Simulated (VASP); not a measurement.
Wanted: the native input for a VASP 6.6.1 run.

| Property | Result |
| --- | --- |
| Task | single point |
| Functional | PBEsol |
| Potentials or basis | VASP PAW PBE potentials, release 64 (Si, W_sv) |
| Cutoff | 520 eV |
| k mesh | 6 × 6 × 6 |
| Occupations | gaussian, width 0.3 eV |
| Spin | no spin polarisation |
| Dipole correction | no |
| Further INCAR settings | ALGO = Normal; EDIFF = 1e-06; NBANDS = 31 |

The structure of SiW3 lies in POSCAR:

```
SiW3
1.0
    4.5140280000      0.0000000000      0.0000000000
   -1.5046759529      4.2558664290      0.0000000000
   -1.5046759529     -2.1279331145      3.6856885004
Si W
1 3
Direct
    0.0000000000      0.0000000000      0.0000000000
    0.5000000000      0.5000000000      0.0000000000
    0.5000000000      1.0000000000      0.5000000000
    1.0000000000      0.5000000000      0.5000000000
```

The input as run:

INCAR

```
  ALGO = Normal
  EDIFF = 1E-6
  ENCUT = 520
  GGA = PS
  ISIF = 2
  ISMEAR = 0
  LASPH = T
  LCHARG = F
  LREAL = F
  LWAVE = F
  NBANDS = 31
  NELM = 80
  PREC = Accurate
  SIGMA = 0.3
```

KPOINTS

```
k-points
0
Gamma
  6 6 6
```

Potentials or basis: VASP PAW PBE potentials, release 64 (Si, W_sv).

Launch:

```bash
$ cat potpaw_PBE.64/Si/POTCAR potpaw_PBE.64/W_sv/POTCAR > POTCAR
$ mpirun -np 1 vasp_std > vasp.out
```

It gave:

The pressure is -5.0 GPa and the band gap on the k mesh is zero (band 23 reaches 10.08 eV, above the bottom of band 24 at 8.58 eV).

Caveat: the PAW data sets were made with another functional, which shifts forces and pressure a little; spin-orbit coupling is left out, which moves the levels of the heavy elements.

It took 49 s on 1 thread of Intel Xeon 6975P-C, on a shared host, peak memory 0.21 GiB.
